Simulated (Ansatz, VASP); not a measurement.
# ZnS: VASP beside Ansatz

POSCAR

```
ZnS
1.0
    3.8074180658      0.0000000000      0.0000000000
   -1.9037090329      3.2973207678      0.0000000000
    0.0000000000      0.0000000000      6.2459874042
Zn S
2 2
Direct
    0.3333333333      0.6666666667      0.0003473313
    0.6666666667      0.3333333333      0.5003473313
    0.3333333333      0.6666666667      0.3746526687
    0.6666666667      0.3333333333      0.8746526687
```

The input INCAR.step1:

```
PREC     = Accurate       # precision mode
ENCUT    = 520            # plane-wave cutoff, eV
ISMEAR   = 0              # smearing method
SIGMA    = 0.01           # smearing width, eV
LREAL    = False          # projectors in reciprocal space
LASPH    = True           # aspherical terms in the spheres
NELM     = 100            # most SCF steps
NBANDS   = 26             # bands
GGA      = PE             # functional
ALGO     = Normal         # electronic algorithm
EDIFF    = 1E-4           # SCF threshold, eV
LWAVE    = True           # write WAVECAR
LCHARG   = False          # write CHGCAR
```

Contents of INCAR.step2:

```
PREC     = Accurate       # precision mode
ENCUT    = 520            # plane-wave cutoff, eV
EDIFF    = 1E-6           # SCF threshold, eV
ISMEAR   = 0              # smearing method
SIGMA    = 0.01           # smearing width, eV
LREAL    = False          # projectors in reciprocal space
LASPH    = True           # aspherical terms in the spheres
NELM     = 100            # most SCF steps
ALGO     = Normal         # electronic algorithm
ISIF     = 2              # what is computed and relaxed
LWAVE    = False          # write WAVECAR
LCHARG   = False          # write CHGCAR
METAGGA  = R2SCAN         # meta-GGA
LMIXTAU  = True         
NBANDS   = 26             # bands
ISTART   = 1
```

File KPOINTS:

```
regular mesh
0
Gamma
  6 6 4
```

Input for Ansatz:

```yaml
crystal:
  lattice:
    - [3.8074180658, 0.0, 0.0]
    - [-1.9037090329, 3.2973207678, 0.0]
    - [0.0, 0.0, 6.2459874042]
  atoms:
    - { symbol: Zn, position: [0.3333333333, 0.6666666667, 0.0003473313] }
    - { symbol: Zn, position: [0.6666666667, 0.3333333333, 0.5003473313] }
    - { symbol: S, position: [0.3333333333, 0.6666666667, 0.3746526687] }
    - { symbol: S, position: [0.6666666667, 0.3333333333, 0.8746526687] }
basis:
  ecutwfc: 500
kpoints:
  mp_grid: { grid: [6, 6, 4] }
  band_path:
    path:
      - [0.0, 0.0, 0.0]
      - [0.0, 0.0, 0.0]
      - [0.5, 0.0, 0.0]
      - [0.5, 0.0, 0.3594502329]
      - [0.3333333333, 0.3333333333, 0.0]
      - [0.0, 0.0, 0.5]
      - [0.0072716329, -0.0036358164, 0.0]
      - [-0.0072716329, 0.0036358164, 0.0]
      - [0.0, 0.0, 0.0119289572]
      - [0.0, 0.0, -0.0119289572]
      - [0.0072716329, -0.0036358164, 0.0]
      - [-0.0072716329, 0.0036358164, 0.0]
      - [0.0, 0.0, 0.0119289572]
      - [0.0, 0.0, -0.0119289572]
    npoints: 1
hamiltonian:
  xc: r2scan
  pseudopotentials: { kind: paw, azcp: { folder: soft_1 } }
scf:
  occupations: { method: fixed }
  n_extra_bands: 6
output:
  forces: true
  stress: true
  eigenvalues: true
```

Alike in both runs: task single point; functional r2SCAN; k mesh 6 × 6 × 4; no spin polarisation.

|  | VASP | Ansatz |
| --- | --- | --- |
| version | VASP 6.6.1 | Ansatz 0.2.0 |
| potentials or method | VASP PAW PBE potentials, release 64 (Zn, S), cutoff 520 eV | scalar-relativistic, plane waves, PAW |
| occupations | gaussian, width 0.01 eV | fixed |
| valence electrons in the cell | 36 | 36 |

|  | VASP | Ansatz | Ansatz less VASP |
| --- | --- | --- | --- |
| gap on the k mesh at the Fermi level (eV) | 2.78 | 2.77 | -0.012 |
| least direct gap on the mesh (eV) | 2.78 | 2.77 | -0.012 |
| pressure (GPa) | 0.0 | 0.0 | -0.03 |

VASP's potentials were made for PBE, not for r2SCAN.
